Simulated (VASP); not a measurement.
Here is a VASP 6.6.1 calculation.

The input INCAR:

```
PREC     = Accurate       # precision mode
ENCUT    = 520            # plane-wave cutoff, eV
EDIFF    = 1E-6           # SCF threshold, eV
ISMEAR   = 1              # smearing method
SIGMA    = 0.2            # smearing width, eV
LREAL    = F              # projectors in reciprocal space
LASPH    = T              # aspherical terms in the spheres
NELM     = 80             # most SCF steps
ALGO     = Normal         # electronic algorithm
ISIF     = 2              # what is computed and relaxed
LWAVE    = F              # write WAVECAR
LCHARG   = F              # write CHGCAR
NBANDS   = 12             # bands
```

File KPOINTS:

```
regular mesh
0
Gamma
  9 9 9
```

File POSCAR:

```
Sb
1.0
    2.1456002536      1.2387628840      3.6587425366
   -2.1456002536      1.2387628840      3.6587425366
    0.0000000000     -2.4775257680      3.6587425366
Sb
2
Direct
    0.2359371474      0.2359371474      0.2359371474
    0.7640628526      0.7640628526      0.7640628526
```

Potentials or basis: VASP PAW LDA potentials, release 64 (Sb).

Launch:

```console
$ cat potpaw_LDA.64/Sb/POTCAR > POTCAR
$ mpirun -np 1 vasp_std > vasp.out
```

Question: What does it give for the largest force?

Answer: 0.034 eV/Å.

Question: What does it give for the pressure?

Answer: 0.3 GPa.

Stress tensor (GPa, compression positive):
```
0.37 0.00 0.00
0.00 0.37 0.00
0.00 0.00 0.25
```
